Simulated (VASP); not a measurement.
Write the native input for VASP 6.6.1 that does the following.

| Quantity | Value |
| --- | --- |
| Task | single point |
| Functional | r2SCAN |
| Potentials or basis | VASP PAW PBE potentials, release 64 (Na_pv, Cl) |
| Cutoff | 520 eV |
| k mesh | 5 × 5 × 5 |
| Occupations | methfessel-paxton, width 0.0138 eV |
| Spin | no spin polarisation |
| Dipole correction | no |
| Further INCAR settings | ALGO = Normal; EDIFF = 1e-06; NBANDS = 14 |

NaCl:

```
Na Cl
1.0
     0.00000    2.89288    2.89288
     2.89288    0.00000    2.89288
     2.89288    2.89288    0.00000
Na Cl
1 1
Direct
  0.00000 0.00000 0.00000
  0.50000 0.50000 0.50000
```

The input as run:

POSCAR

```
NaCl
1.0
    0.0000000000      2.8928830000      2.8928830000
    2.8928830000      0.0000000000      2.8928830000
    2.8928830000      2.8928830000      0.0000000000
Na Cl
1 1
Direct
    0.0000000000      0.0000000000      0.0000000000
    0.5000000000      0.5000000000      0.5000000000
```

INCAR.step1

```
SYSTEM = NaCl
PREC = Accurate ; ENCUT = 520
ISMEAR = 1 ; SIGMA = 0.0138
LREAL = .FALSE. ; LASPH = .TRUE.
NELM = 100 ; NBANDS = 14
GGA = PE ; ALGO = Normal
EDIFF = 1E-4 ; LWAVE = .TRUE.
LCHARG = .FALSE.
```

INCAR.step2

```
SYSTEM = NaCl
PREC = Accurate ; ENCUT = 520
EDIFF = 1E-6 ; ISMEAR = 1
SIGMA = 0.0138 ; LREAL = .FALSE.
LASPH = .TRUE. ; NELM = 100
ALGO = Normal ; ISIF = 2
LWAVE = .FALSE. ; LCHARG = .FALSE.
METAGGA = R2SCAN ; LMIXTAU = .TRUE.
NBANDS = 14 ; ISTART = 1
```

KPOINTS

```
regular mesh
0
G
  5 5 5
  0 0 0
```

Potentials or basis: VASP PAW PBE potentials, release 64 (Na_pv, Cl).

Run with:

```sh
$ cat potpaw_PBE.64/Na_pv/POTCAR potpaw_PBE.64/Cl/POTCAR > POTCAR
$ cp INCAR.step1 INCAR
$ mpirun -np 1 vasp_std > vasp.out
$ cp INCAR.step2 INCAR
$ mpirun -np 1 vasp_std > vasp.out
```

Results of the run:

```
Pressure               : -2.3 GPa
Band gap on the k mesh : 5.62 eV, direct
```

Caveat: the PAW data sets were made with another functional, which shifts forces and pressure a little.

Wall time 68 s on 1 thread of AMD EPYC 7R13, with other jobs on the host, peak memory 0.14 GiB.
